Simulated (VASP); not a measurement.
Set up this calculation in VASP 6.6.1, as the native input.

| Property | Result |
| --- | --- |
| Task | single point |
| Functional | PBEsol |
| Dispersion | D4 |
| Potentials or basis | VASP PAW PBE potentials, release 64 (Hf_pv, O) |
| Cutoff | 520 eV |
| k mesh | 5 × 5 × 5 |
| Occupations | fermi-dirac, width 0.05 eV |
| Spin | no spin polarisation |
| Dipole correction | no |
| Further INCAR settings | ALGO = Normal; EDIFF = 1e-07; NBANDS = 56 |

The structure of HfO2 lies in POSCAR:

```
HfO2
1.0
    5.0488293586      0.0000000000      0.0000000000
    0.0000000000      5.1156143815      0.0000000000
   -0.8470580823      0.0000000000      5.1434008384
Hf O
4 8
Direct
    0.2755000000      0.4603000000      0.7080000000
    0.7245000000      0.9603000000      0.7920000000
    0.7245000000      0.5397000000      0.2920000000
    0.2755000000      0.0397000000      0.2080000000
    0.0742000000      0.1684000000      0.8467000000
    0.9258000000      0.6684000000      0.6533000000
    0.9258000000      0.8316000000      0.1533000000
    0.0742000000      0.3316000000      0.3467000000
    0.4487000000      0.7419000000      0.9801000000
    0.5513000000      0.2419000000      0.5199000000
    0.5513000000      0.2581000000      0.0199000000
    0.4487000000      0.7581000000      0.4801000000
```

The input as run:

INCAR

```
  ALGO = Normal
  EDIFF = 1E-7
  ENCUT = 520
  GGA = PS
  ISIF = 2
  ISMEAR = -1
  IVDW = 13
  LASPH = True
  LCHARG = False
  LREAL = False
  LWAVE = False
  NBANDS = 56
  NELM = 60
  PREC = Accurate
  SIGMA = 0.05
```

KPOINTS

```
k-points
0
Gamma
  5 5 5
```

Potentials or basis: VASP PAW PBE potentials, release 64 (Hf_pv, O).

The run is started by

```console
$ cat potpaw_PBE.64/Hf_pv/POTCAR potpaw_PBE.64/O/POTCAR > POTCAR
$ mpirun -np 1 vasp_std > vasp.out
```

It gave:

```
Pressure                   : 4.1 GPa
Largest force              : 0.543 eV/Å
Band gap on the k mesh     : 4.20 eV, indirect (least direct gap 4.26 eV)
Dispersion energy per atom : -0.111 eV
```

Caveat: the PAW data sets were made with another functional, which shifts forces and pressure a little; spin-orbit coupling is left out, which moves the levels of the heavy elements.

Wall time 6.6 min on 1 thread of Oxide Virtual Turin-like Processor, with other jobs on the host, peak memory 0.33 GiB.
